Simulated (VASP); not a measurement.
Here is a VASP 6.6.1 calculation.

The input INCAR:

```
PREC = Accurate ; ENCUT = 520
EDIFF = 1E-7 ; ISMEAR = -1
SIGMA = 0.05 ; LREAL = F
LASPH = T ; NELM = 100
ALGO = Normal ; ISIF = 2
LWAVE = F ; LCHARG = F
GGA = PE ; IVDW = 12
NBANDS = 20
```

File KPOINTS:

```
regular mesh
0
Gamma
  9 9 4
```

The input POSCAR:

```
MoS2
1.0
    3.1772444182      0.0000000000      0.0000000000
   -1.5886222091      2.7515743802      0.0000000000
    0.0000000000      0.0000000000      5.8803861431
Mo S
1 2
Direct
    0.0000000000      0.0000000000      0.5000000000
    0.6666666667      0.3333333333      0.7678544826
    0.3333333333      0.6666666667      0.2321455174
```

Potentials or basis: VASP PAW PBE potentials, release 64 (Mo_sv, S).

The run is started by

```console
$ cat potpaw_PBE.64/Mo_sv/POTCAR potpaw_PBE.64/S/POTCAR > POTCAR
$ mpirun -np 1 vasp_std > vasp.out
```

**Question.** What does it give for the pressure?

**Answer.** -0.7 GPa.

**Question.** Estimate the band gap on the k mesh.

**Answer.** Zero (band 13 reaches 9.07 eV, above the bottom of band 14 at 7.89 eV).

Forces on the atoms (eV/Å):
```
Mo   0.000  0.000  0.000
S    0.000  0.000 -0.010
S    0.000  0.000  0.010
```

Caveat: three body term missing; pairwise dispersion overbinds metals, which lowers pressure and volume.
